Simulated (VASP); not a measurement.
Runs of VASP 6.6.1 on Rh. The structure is that of space group Pm-3n (No. 223), or close to it. The cells are those of the table. 

```tsv
task	cell	k mesh	cutoff (eV)	gap on the mesh (eV)	pressure (GPa)	relaxed volume (Å³/atom)
single point	a = 4.663 Å, 6 atoms	4 × 4 × 4	520	none	0.2	-
single point	a = 4.668 Å, 6 atoms	8 × 8 × 8	520	none	0.2	-
relaxation of cell and atoms	relaxed from a = 4.433 Å, 6 atoms	4 × 4 × 4	600	none	0.0	(a)
relaxation of cell and atoms	relaxed from a = 4.663 Å, 6 atoms	8 × 8 × 8	600	none	0.0	16.95
```

Alike in all rows: level PBE; potentials or basis VASP PAW PBE potentials, release 64 (Rh_pv); no spin polarisation; smearing gaussian 0.1 eV.

Fill in the values left out.

(a) 16.91.

Caveats: the volume moved by over 15 % at a fixed basis, so the end points are rough (some runs).

A k mesh can miss the band edges, and the runs leave out spin-orbit coupling on Rh.

A gap of «none» marks levels without a gap at the run's occupations.
